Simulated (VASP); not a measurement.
A run of VASP 6.6.1 is set up as follows.

File INCAR:

```
SYSTEM = Si4F
PREC     = Accurate       ! precision mode
ENCUT    = 600            ! plane-wave cutoff, eV
EDIFF    = 1E-6           ! SCF threshold, eV
ISMEAR   = 0              ! smearing method
SIGMA    = 0.1            ! smearing width, eV
LREAL    = .FALSE.        ! projectors in reciprocal space
LASPH    = .TRUE.         ! aspherical terms in the spheres
NELM     = 80             ! most SCF steps
ALGO     = Normal         ! electronic algorithm
ISIF     = 3              ! what is computed and relaxed
LWAVE    = .FALSE.        ! write WAVECAR
LCHARG   = .FALSE.        ! write CHGCAR
GGA      = PE             ! functional
IBRION   = 2              ! ionic algorithm
NSW      = 100            ! ionic steps
EDIFFG   = -0.01          ! ionic threshold
```

KPOINTS

```
regular mesh
0
G
  12 12 8
  0 0 0
```

POSCAR

```
Si4F
1.0
    4.8905331322      0.0000000000      0.0000000000
   -2.4452665661      4.2353259305      0.0000000000
    0.0000000000      0.0000000000      5.7642041725
Si F
4 1
Direct
    0.5000000000      0.0000000000      0.0481478943
    0.0000000000      0.5000000000      0.0481478943
    0.5000000000      0.5000000000      0.0481478943
    0.0000000000      0.0000000000      0.8799029398
    0.0000000000      0.0000000000      0.5976493672
```

Potentials or basis: VASP PAW PBE potentials, release 64 (Si, F).

Command:

```console
$ cat potpaw_PBE.64/Si/POTCAR potpaw_PBE.64/F/POTCAR > POTCAR
$ mpirun -np 1 vasp_std > vasp.out
```

Estimate the relaxed cell.

a = 4.894 Å, b = 4.894 Å, c = 5.690 Å, α = 90.00°, β = 90.00°, γ = 120.00°.

What does it give for the relaxed volume?

23.60 Å³/atom.

Predict the space group after relaxing (to 0.05 Å).

P6mm (No. 183).

The path:
```csv
step,energy change (eV),largest force (eV/Å),pressure (GPa),volume (Å³)
1,0.0000,0.3500,-0.11,119.39
2,0.0025,0.5090,-0.36,119.10
3,-0.0020,0.0882,-0.24,119.28
4,-0.0030,0.0489,-0.02,118.69
5,-0.0031,0.0542,0.19,118.14
6,-0.0031,0.0501,0.13,118.33
7,-0.0040,0.0705,0.11,118.26
8,-0.0054,0.1368,0.11,118.06
9,-0.0059,0.0265,-0.02,118.13
10,-0.0059,0.0357,-0.03,118.14
11,-0.0060,0.0344,-0.04,118.12
12,-0.0061,0.0333,-0.06,118.09
13,-0.0061,0.0341,0.00,117.98
14,-0.0061,0.0116,-0.02,118.02
15,-0.0061,0.0095,-0.02,118.02
```

Caveat: an odd number of electrons without spin polarisation forces a metal; a magnetic or distorted state may lie lower.
